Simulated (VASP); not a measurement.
# SrCl2 (Fm-3m) in VASP: a series of runs, part 2 of 2

VASP 6.6.1.

## 5. Single point, PBEsol

This run uses another cell than the first one, of 25.20 Å³/atom, 1.158 times its volume.

Input file INCAR:

```
SYSTEM = SrCl2
PREC = Accurate
ENCUT = 520
EDIFF = 1E-6
ISMEAR = 0
SIGMA = 0.01
LREAL = .FALSE.
LASPH = .TRUE.
NELM = 60
ALGO = Normal
ISIF = 2
LWAVE = .FALSE.
LCHARG = .FALSE.
GGA = PS
NBANDS = 19
```

Input file KPOINTS:

```
regular mesh
0
G
  6 6 6
  0 0 0
```

Input file POSCAR:

```
SrCl2
1.0
    0.0000000000      3.3561291354      3.3561291354
    3.3561291354      0.0000000000      3.3561291354
    3.3561291354      3.3561291354      0.0000000000
Sr Cl
1 2
Direct
    0.0000000000      0.0000000000      0.0000000000
    0.2500000000      0.2500000000      0.2500000000
    0.7500000000      0.7500000000      0.7500000000
```

Potentials or basis: VASP PAW PBE potentials, release 64 (Sr_sv, Cl).

On the command line:

```bash
cat potpaw_PBE.64/Sr_sv/POTCAR potpaw_PBE.64/Cl/POTCAR > POTCAR
mpirun -np 1 vasp_std > vasp.out
```

OUTCAR:

```text
SYSTEM = SrCl2
   PREC = Accurate
   ENCUT = 520
   EDIFF = 1E-6
   ISMEAR = 0
   LREAL = .FALSE.
   LASPH = .TRUE.
   NELM = 60
   ISIF = 2
   GGA = PS

 ion  position               nearest neighbor table
   1  0.000  0.000  0.000-   3 2.91   3 2.91   3 2.91   2 2.91   3 2.91   2 2.91   2 2.91   2 2.91

   2  0.250  0.250  0.250-   1 2.91   1 2.91   1 2.91   1 2.91
   3  0.750  0.750  0.750-   1 2.91   1 2.91   1 2.91   1 2.91

  LATTYP: Found a face centered cubic cell.
 ALAT       =     6.7122582708

  Lattice vectors:

 A1 = (   0.0000000000,   3.3561291354,   3.3561291354)
 A2 = (   3.3561291354,   0.0000000000,   3.3561291354)
 A3 = (   3.3561291354,   3.3561291354,   0.0000000000)

Analysis of symmetry for initial positions (statically):
=====================================================================
 Subroutine PRICEL returns:
 Original cell was already a primitive cell.

 Routine SETGRP: Setting up the symmetry group for a
 face centered cubic supercell.

 Subroutine GETGRP returns: Found 48 space group operations
 (whereof 48 operations were pure point group operations)
 out of a pool of 48 trial point group operations.

The static configuration has the point symmetry O_h .
[... 153 lines left out ...]

 E-fermi :   0.9803     XC(G=0):  -9.0170

 val. band max:        0.9023101834   @ k =   0.5000   0.5000   0.0000
 cond. band min:       6.1540406448   @ k =   0.5000   0.5000   0.0000
 fundamental gap:      5.2517304615
 Fermi energy:         0.9802815323

 k-point     1 :       0.0000    0.0000    0.0000
  band No.  band energies     occupation
      1     -31.5559      2.00000
      2     -13.6331      2.00000
      3     -13.6331      2.00000
      4     -13.6331      2.00000
      5     -12.7928      2.00000
      6     -11.6577      2.00000
[... 329 lines left out ...]
      6     -11.6234      2.00000
[... 11 lines left out ...]
     18      11.1043      0.00000
     19      11.3719      0.00000

------------------------ aborting loop because EDIFF is reached ----------------------------------------

  FORCE on cell =-STRESS in cart. coord.  units (eV):
  Direction    XX          YY          ZZ          XY          YZ          ZX
  --------------------------------------------------------------------------------------
  -------------------------------------------------------------------------------------
  Total        1.9853287      1.9853287      1.9853287     -0.0000000      0.0000000     -0.0000000
  in kB       42.0723742     42.0723742     42.0723742     -0.0000000      0.0000000     -0.0000000
  external PRESSURE =      42.0723742 kB  Pullay stress =       0.0000000 kB

 VOLUME and BASIS-vectors are now :
 -----------------------------------------------------------------------------
  energy-cutoff  :      520.00
  volume of cell :       75.60
      direct lattice vectors                 reciprocal lattice vectors
     0.000000000  3.356129135  3.356129135    -0.148981157  0.148981157  0.148981157
     3.356129135  0.000000000  3.356129135     0.148981157 -0.148981157  0.148981157
     3.356129135  3.356129135  0.000000000     0.148981157  0.148981157 -0.148981157

 POSITION                                       TOTAL-FORCE (eV/Angst)
 -----------------------------------------------------------------------------------
      0.00000      0.00000      0.00000         0.000000      0.000000      0.000000
      1.67806      1.67806      1.67806        -0.000000     -0.000000     -0.000000
      5.03419      5.03419      5.03419         0.000000      0.000000      0.000000
 -----------------------------------------------------------------------------------
    total drift:                                0.000000      0.000000      0.000000

  FREE ENERGIE OF THE ION-ELECTRON SYSTEM (eV)
  ---------------------------------------------------
  free  energy   TOTEN  =       -13.2543813057 eV

  energy  without entropy=      -13.2543813057  energy(sigma->0) =      -13.25438131
```

OSZICAR:

```text
N       E                     dE             d eps       ncg     rms          rms(c)
DAV:   1     0.141203204618E+03    0.14120E+03   -0.11835E+04   608   0.115E+03
DAV:   2    -0.476286854926E+01   -0.14597E+03   -0.14266E+03   801   0.224E+02
DAV:   3    -0.132196932957E+02   -0.84568E+01   -0.84274E+01   821   0.538E+01
DAV:   4    -0.134625767777E+02   -0.24288E+00   -0.24257E+00   981   0.797E+00
DAV:   5    -0.134659008844E+02   -0.33241E-02   -0.33236E-02   814   0.872E-01    0.181E+01
DAV:   6    -0.132541103622E+02    0.21179E+00   -0.38307E-01   683   0.352E+00    0.112E+01
DAV:   7    -0.132529736796E+02    0.11367E-02   -0.29093E-01   817   0.331E+00    0.138E+00
DAV:   8    -0.132520044056E+02    0.96927E-03   -0.45557E-02   717   0.117E+00    0.385E-01
DAV:   9    -0.132530860487E+02   -0.10816E-02   -0.13977E-03   713   0.245E-01    0.143E-01
DAV:  10    -0.132541951244E+02   -0.11091E-02   -0.72964E-04   688   0.139E-01    0.417E-02
DAV:  11    -0.132543554899E+02   -0.16037E-03   -0.12727E-04   753   0.533E-02    0.287E-02
DAV:  12    -0.132543810343E+02   -0.25544E-04   -0.34862E-05   675   0.265E-02    0.582E-03
DAV:  13    -0.132543813057E+02   -0.27135E-06   -0.63044E-07   727   0.493E-03
   1 F= -.13254381E+02 E0= -.13254381E+02  d E =-.309759E-30
```

stdout:

```text
POSCAR found type information on POSCAR SrCl
 POSCAR found :  2 types and       3 ions
 scaLAPACK will be used
 -----------------------------------------------------------------------------
|                                                                             |
|                                                                             |
|     You enforced a specific xc type in the INCAR file but a different       |
|     I HOPE YOU KNOW WHAT YOU ARE DOING!                                     |
|                                                                             |
 -----------------------------------------------------------------------------

 LDA part: xc-table for (Slater+PW92), standard interpolation
 POSCAR, INCAR and KPOINTS ok, starting setup
 FFT: planning ... GRIDC
 FFT: planning ... GRID_SOFT
 FFT: planning ... GRID
 WAVECAR not read
 entering main loop
```

Run time: 20 s. Hardware: 1 thread of Intel Xeon 6975P-C, shared host; peak memory 0.21 GiB.

Results:

```
Free energy            : -13.2544 eV
Pressure               : 4.2 GPa
Band gap on the k mesh : 5.25 eV, direct
```

Caveat: the PAW data sets were made with another functional, which shifts forces and pressure a little. Expect the measured gap to be larger: semilocal functionals such as PBEsol lack the derivative discontinuity.

## 6. Overview

| cell | gap on the mesh (eV) | pressure (GPa) |
| --- | --- | --- |
| a = 4.520 Å, angles 60.0°, 3 atoms | 5.03 | 15.4 |
| a = 4.606 Å, angles 60.0°, 3 atoms | 5.13 | 10.3 |
| a = 4.669 Å, angles 60.0°, 3 atoms | 5.19 | 7.3 |
| a = 4.746 Å, angles 60.0°, 3 atoms | 5.25 | 4.2 |

Alike in all rows: task single point; level PBEsol; potentials or basis VASP PAW PBE potentials, release 64 (Sr_sv, Cl); no spin polarisation; k mesh 6 × 6 × 6; cutoff (eV) 520; smearing gaussian 0.01 eV.

Caveats: the PAW data sets were made with another functional, which shifts forces and pressure a little.

Absolute energies hang on the potentials; compare differences alone.
